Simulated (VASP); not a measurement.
Wanted: the native input for a VASP 6.6.1 run.

- Task: single point
- Functional: PBEsol
- Potentials or basis: VASP PAW PBE potentials, release 64 (Zr_sv, O)
- Cutoff: 600 eV
- k mesh: 8 × 8 × 8
- Occupations: gaussian, width 0.05 eV
- Spin: no spin polarisation
- Dipole correction: no
- Further INCAR settings: ALGO = Normal; EDIFF = 1e-06; NBANDS = 19

The structure of ZrO2 lies in POSCAR:

```
ZrO2
1.0
    0.0000000000      2.5321097287      2.5321097287
    2.5321097287      0.0000000000      2.5321097287
    2.5321097287      2.5321097287      0.0000000000
Zr O
1 2
Direct
    0.0000000000      0.0000000000      0.0000000000
    0.2400478247      0.2400478247      0.2599521753
    0.7599521753      0.7599521753      0.7400478247
```

This cell differs from its parent crystal: mode 4 frozen in at +0.000 Å and mode 9 at -0.050 Å (largest displacements).

The input as run:

INCAR

```
PREC = Accurate
ENCUT = 600
EDIFF = 1E-6
ISMEAR = 0
SIGMA = 0.05
LREAL = F
LASPH = T
NELM = 120
ALGO = Normal
ISIF = 2
LWAVE = F
LCHARG = F
GGA = PS
NBANDS = 19
GGA_COMPAT = F
```

KPOINTS

```
regular mesh
0
Gamma
  8 8 8
```

Potentials or basis: VASP PAW PBE potentials, release 64 (Zr_sv, O).

Run with:

```bash
$ cat potpaw_PBE.64/Zr_sv/POTCAR potpaw_PBE.64/O/POTCAR > POTCAR
$ mpirun -np 1 vasp_std > vasp.out
```

Results of the run:

* Pressure: 0.8 GPa
* Largest force: 0.966 eV/Å
* Band gap on the k mesh: 3.29 eV, indirect (least direct gap 3.70 eV)

Caveat: the cell differs from its parent crystal (mode 4 frozen in at +0.000 Å and mode 9 at -0.050 Å (largest displacements)); the PAW data sets were made with another functional, which shifts forces and pressure a little.

It took 33 s on 1 thread of Intel(R) Xeon(R) 6975P-C (Granite Rapids) (shared host), peak memory 0.21 GiB.
